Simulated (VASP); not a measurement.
Runs of VASP 6.6.1 on InSe. The structure is that of space group R3m (No. 160), or close to it. The cells are those of the table. 

| task | cell | gap on the mesh (eV) | pressure (GPa) | largest force (eV/Å) |
| --- | --- | --- | --- | --- |
| electric field gradients | a = 8.660 Å, angles 26.8°, 4 atoms | 0.64 | -0.2 | 0.13 |
| single point | a = 8.792 Å, angles 26.3°, 4 atoms | 0.68 | -0.6 | 0.24 |
| single point | a = 8.712 Å, angles 26.5°, 4 atoms | 0.67 | -0.2 | (a) |
| single point | a = 8.872 Å, angles 26.1°, 4 atoms | 0.69 | -1.1 | 0.26 |
| single point | a = 8.551 Å, angles 27.1°, 4 atoms | 0.65 | 0.8 | 0.12 |
| single point | a = 8.471 Å, angles 27.3°, 4 atoms | 0.64 | 1.4 | 0.19 |
| single point | a = 8.391 Å, angles 27.6°, 4 atoms | 0.64 | 2.0 | 0.26 |
| electric field gradients | a = 8.689 Å, angles 26.8°, 4 atoms | 0.62 | -0.7 | 0.12 |
| electric field gradients | a = 8.801 Å, angles 26.8°, 4 atoms | (b) | -2.4 | 0.37 |
| electric field gradients | a = 8.391 Å, angles 27.6°, 4 atoms | 0.64 | 2.0 | 0.26 |
| single point | a = 8.650 Å, angles 27.6°, 4 atoms | 0.48 | -2.4 | 0.35 |

Alike in all rows: level PBEsol; potentials or basis VASP PAW PBE potentials, release 64 (In_d, Se); no spin polarisation; k mesh 7 × 7 × 7; cutoff (eV) 520; smearing fermi-dirac 0.01 eV.

Q: Fill in the values left out.

A: (a) 0.21; (b) 0.54.

Caveats: the PAW data sets were made with another functional, which shifts forces and pressure a little; spin-orbit coupling is left out, which moves the levels of the heavy elements.

A k mesh can miss the band edges, and the runs leave out spin-orbit coupling on In, Se.
